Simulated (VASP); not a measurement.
Input of a VASP 6.6.1 run:

Contents of INCAR:

```
ALGO = Normal ; EDIFF = 1E-6
EDIFFG = -0.04 ; ENCUT = 600
GGA = PE ; IBRION = 2
ISIF = 3 ; ISMEAR = 0
LASPH = True ; LCHARG = False
LREAL = False ; LWAVE = False
NELM = 80 ; NSW = 90
PREC = Accurate ; SIGMA = 0.1
```

File KPOINTS:

```
k-points
0
Gamma
  3 3 6
```

The input POSCAR:

```
Be2ZnSe3
1.0
    7.1349639011      0.0000000000      0.0000000000
   -3.5674819506      6.1790599935      0.0000000000
    0.0000000000      0.0000000000      2.8912949739
Be Zn Se
2 1 3
Direct
    0.6666666667      0.3333333333      0.7169239635
    0.3333333333      0.6666666667      0.7169239635
    0.0000000000      0.0000000000      0.9358206647
    0.0000000000      0.5000000000      0.9334421061
    0.5000000000      0.0000000000      0.9334421061
    0.5000000000      0.5000000000      0.9334421061
```

Potentials or basis: VASP PAW PBE potentials, release 64 (Be, Zn, Se).

Run with:

```sh
$ cat potpaw_PBE.64/Be/POTCAR potpaw_PBE.64/Zn/POTCAR potpaw_PBE.64/Se/POTCAR > POTCAR
$ mpirun -np 1 vasp_std > vasp.out
```

(1) Predict the band gap on the k mesh.

(2) Estimate the space group after relaxing (to 0.1 Å).

Answers

(1) zero (bands 17 and 18 overlap by 1.76 eV).

(2) P6mm (No. 183).

Caveat: the k points lie up to 0.34 Å⁻¹ apart in the final cell, too coarse for converged energies and pressures of a metal.
